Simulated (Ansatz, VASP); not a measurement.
# NaI: VASP beside Ansatz

File POSCAR:

```
NaI
1.0
    0.0000000000      3.2364000000      3.2364000000
    3.1150350000      0.0000000000      3.2364000000
    3.1150350000      3.2364000000      0.0000000000
Na I
1 1
Direct
    0.0000000000      0.0000000000      0.0000000000
    0.5000000000      0.5000000000      0.5000000000
```

Contents of INCAR.step1:

```
SYSTEM = NaI
PREC = Accurate
ENCUT = 520
ISMEAR = 0
SIGMA = 0.05
LREAL = .FALSE.
LASPH = .TRUE.
NELM = 60
NBANDS = 14
GGA = PE
ALGO = Normal
EDIFF = 1E-4
LWAVE = .TRUE.
LCHARG = .FALSE.
```

File INCAR.step2:

```
SYSTEM = NaI
PREC = Accurate
ENCUT = 520
EDIFF = 1E-7
ISMEAR = 0
SIGMA = 0.05
LREAL = .FALSE.
LASPH = .TRUE.
NELM = 60
ALGO = Normal
ISIF = 2
LWAVE = .FALSE.
LCHARG = .FALSE.
METAGGA = R2SCAN
LMIXTAU = .TRUE.
NBANDS = 14
ISTART = 1
```

File KPOINTS:

```
Automatic mesh
0
G
  6 6 6
  0 0 0
```

Input for Ansatz:

```yaml
crystal:
  lattice:
    - [0.0, 3.2364, 3.2364]
    - [3.115035, 0.0, 3.2364]
    - [3.115035, 3.2364, 0.0]
  atoms:
    - { symbol: Na, position: [0.0, 0.0, 0.0] }
    - { symbol: I, position: [0.5, 0.5, 0.5] }
basis:
  ecutwfc: 500
kpoints:
  mp_grid: { grid: [6, 6, 6] }
hamiltonian:
  xc: r2scan
scf:
  occupations: { method: gaussian, width: 0.05 }
output:
  forces: true
  stress: true
  eigenvalues: true
```

Change from the starting cell: strain -0.0375 x Voigt [1, 0, 0, 0, 0, 0], atoms carried along.

Alike in both runs: task single point; functional r2SCAN; k mesh 6 × 6 × 6; occupations gaussian, width 0.05 eV; no spin polarisation.

```csv
,VASP,Ansatz
version,VASP 6.6.1,Ansatz 0.2.0
potentials or method,"VASP PAW PBE potentials, release 64 (Na_pv, I), cutoff 520 eV","scalar-relativistic, plane waves, PAW"
valence electrons in the cell,14,26
```

VASP gave:

| Quantity | Value |
| --- | --- |
| gap on the k mesh at the Fermi level (eV) | 4.54 |
| least direct gap on the mesh (eV) | 4.54 |
| pressure (GPa) | 0.6 |
| traceless stress, the component that is largest in VASP (GPa) | 0.89 |

Q: Estimate Ansatz's values.

A: gap on the k mesh at the Fermi level (eV): 4.54; least direct gap on the mesh (eV): 4.54; pressure (GPa): 0.7; traceless stress, the component that is largest in VASP (GPa): 0.90.

VASP's potentials were made for PBE, not for r2SCAN. VASP's potentials hold 14 valence electrons a cell and Ansatz's 26, so a difference there can come from the potentials and not from the codes.

Spin-orbit coupling is off throughout.
